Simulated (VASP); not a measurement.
**WSe2: phonons with PBE+D3(BJ)**

WSe2:

```
W Se
1.0
     3.27902    0.00000    0.00000
    -1.63951    2.83971    0.00000
     0.00000    0.00000   12.78810
W Se
2 4
Direct
  0.33333 0.66667 0.25000
  0.66667 0.33333 0.75000
  0.33333 0.66667 0.61829
  0.66667 0.33333 0.11829
  0.33333 0.66667 0.88171
  0.66667 0.33333 0.38171
```

```yaml
Program: VASP 6.6.1
Task: phonons
Functional: PBE
Dispersion: D3(BJ)
Potentials_or_basis: VASP PAW PBE potentials, release 64 (W_sv, Se)
Cutoff: 520 eV
k_mesh: 9 × 9 × 2
Occupations: gaussian, width 0.01 eV
Spin: no spin polarisation
Dipole_correction: no
Further_INCAR_settings: ALGO = Normal; EDIFF = 1e-08; NBANDS = 35; IBRION = 6; POTIM = 0.015; NSW = 1
```

```
Highest phonon frequency at Γ, LO-TO splitting left out : 307 cm⁻¹
Dispersion energy per atom                              : -0.476 eV
```

Phonon frequencies in cm⁻¹ (negative: imaginary):
| q point | frequencies |
| --- | --- |
| (0.000, 0.000, 0.000) | 0 0 0 26 26 45 171 171 173 173 243 243 243 243 246 252 303 307 |

It took 20 min on 1 thread of Oxide Virtual Turin-like Processor (shared host), peak memory 0.56 GiB.
